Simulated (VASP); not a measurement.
MgS (Niningerite):

```
Mg S
1.0
     0.00000    2.60152    2.60152
     2.60152    0.00000    2.60152
     2.60152    2.60152    0.00000
Mg S
1 1
Direct
  0.00000 0.00000 0.00000
  0.50000 0.50000 0.50000
```

Base run:

* Program: VASP 6.6.1
* Functional: r2SCAN
* Potentials or basis: VASP PAW PBE potentials, release 64 (Mg, S)
* Cutoff: 520 eV
* k mesh: 8 × 8 × 8
* Occupations: gaussian, width 0.01 eV
* Spin: no spin polarisation

Its results: band gap on the k mesh 3.43 eV, indirect (least direct gap 4.62 eV); pressure -0.5 GPa.

Q: The run is repeated on the same cell with these changes: functional from r2SCAN to PBE; occupations from gaussian, width 0.01 eV to fermi-dirac, width 0.02 eV. What comes out?

A: Band gap on the k mesh 2.78 eV, indirect (least direct gap 3.71 eV); pressure 0.9 GPa.

Caveats: the PAW data sets were made with another functional, which shifts forces and pressure a little (some runs).

A k mesh can miss the band edges.
